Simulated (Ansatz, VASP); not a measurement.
## Two plane-wave programs on Si

The input INCAR:

```
PREC = Accurate
ENCUT = 520
EDIFF = 1E-7
ISMEAR = 0
SIGMA = 0.05
LREAL = F
LASPH = T
NELM = 60
ALGO = Normal
ISIF = 2
LWAVE = F
LCHARG = T
GGA = PE
LELF = T
LVHAR = T
NBANDS = 11
```

Contents of KPOINTS:

```
Automatic mesh
0
Gamma
  8 8 8
```

POSCAR

```
Si
1.0
    0.0000000000      2.6254859463      2.5160906986
    2.6254859463      0.0000000000      2.5160906986
    2.6254859463      2.6254859463      0.0000000000
Si
2
Direct
    0.5000000000      0.5000000000      0.5000000000
    0.7500000000      0.7500000000      0.7500000000
```

Input for Ansatz:

```yaml
crystal:
  lattice:
    - [0.0, 2.6254859463, 2.5160906986]
    - [2.6254859463, 0.0, 2.5160906986]
    - [2.6254859463, 2.6254859463, 0.0]
  atoms:
    - { symbol: Si, position: [0.5, 0.5, 0.5] }
    - { symbol: Si, position: [0.75, 0.75, 0.75] }
basis:
  ecutwfc: 420
kpoints:
  mp_grid: { grid: [8, 8, 8] }
hamiltonian:
  xc: pbe
scf:
  occupations: { method: gaussian, width: 0.05 }
output:
  forces: true
  stress: true
  eigenvalues: true
```

Change from the starting cell: strain -0.040 along x and y, -0.080 along z, atoms carried along.

Alike in both runs: task single point; functional PBE; k mesh 8 × 8 × 8; occupations gaussian, width 0.05 eV; no spin polarisation.

|  | VASP | Ansatz |
| --- | --- | --- |
| version | VASP 6.6.1 | Ansatz 0.2.0 |
| potentials or method | VASP PAW PBE potentials, release 64 (Si), cutoff 520 eV | scalar-relativistic, plane waves, PAW |
| valence electrons in the cell | 8 | 8 |

```csv
,VASP,Ansatz,Ansatz less VASP
gap on the k mesh at the Fermi level (eV),none,none,-
pressure (GPa),20.5,20.6,+0.10
"traceless stress, the component that is largest in VASP (GPa)",2.12,2.11,-0.010
```

A gap of «none» marks a metal or a gap that the smearing closes. With one functional, cell and mesh, what is left measures potentials, basis and numerics.
